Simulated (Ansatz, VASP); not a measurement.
## MgIn2N2 in VASP and in Ansatz

```xyz
5
Lattice="1.6359 0.9445 7.6158 -1.6359 0.9445 7.6158 0.0000 -1.8890 7.6158" Properties=species:S:1:pos:R:3 pbc="T T T"
Mg    0.0000    0.0000    0.0000
In    0.0000    0.0000   10.0333
In    0.0000    0.0000   12.8140
N     0.0000    0.0000    6.3256
N     0.0000    0.0000   16.5218
```

Alike in both runs: task single point; functional r2SCAN; k mesh 8 × 8 × 8; no spin polarisation.

|  | VASP | Ansatz |
| --- | --- | --- |
| version | VASP 6.6.1 | Ansatz 0.2.0 |
| potentials or method | VASP PAW PBE potentials, release 64 (Mg, In_d, N) | plane waves, PAW |
| plane-wave cutoff (eV) | 520 | 500 |
| occupations | gaussian, width 0.01 eV | fixed |
| valence electrons in the cell | 38 | 46 |

```csv
,VASP,Ansatz,Ansatz less VASP
gap on the k mesh at the Fermi level (eV),0.77,0.76,-0.018
pressure (GPa),4.2,4.1,-0.12
"traceless stress, the component that is largest in VASP (GPa)",-0.25,-0.08,+0.171
rms of the force components (eV/Å),0.120,0.098,-0.0223
```

VASP's potentials were made for PBE, not for r2SCAN. Atom by atom the forces differ by 0.026 eV/Å (rms over components). VASP's potentials hold 38 valence electrons a cell and Ansatz's 46, so a difference there can come from the potentials and not from the codes.
